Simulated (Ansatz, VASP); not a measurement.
## Two plane-wave programs on MoW2

```xyz
3
Lattice="4.5032 0.0000 0.0000 -2.2516 3.8999 0.0000 0.0000 0.0000 2.7355" Properties=species:S:1:pos:R:3 pbc="T T T"
Mo    0.0000    0.0000    1.3677
W     0.0000    2.5999    2.2730
W     2.2516    1.3000    0.4624
```

Alike in both runs: functional PBE; k mesh 6 × 6 × 6; occupations gaussian, width 0.1 eV; no spin polarisation.

Ansatz relaxed the structure, and its values are those at the end. VASP's run is a single point on that final structure, the one shown.

|  | VASP | Ansatz |
| --- | --- | --- |
| version | VASP 6.6.1 | Ansatz 0.2.0 |
| potentials or method | VASP PAW PBE potentials, release 64 (Mo_sv, W_sv), cutoff 520 eV | scalar-relativistic, plane waves, PAW |
| valence electrons in the cell | 42 | 42 |

|  | VASP | Ansatz | Ansatz less VASP |
| --- | --- | --- | --- |
| gap on the k mesh at the Fermi level (eV) | none | none | - |
| pressure (GPa) | 0.6 | 0.1 | -0.52 |

A gap of «none» marks a metal or a gap that the smearing closes.

The k mesh is coarse, so the values compare programs but aren't converged. Spin-orbit coupling is off throughout.
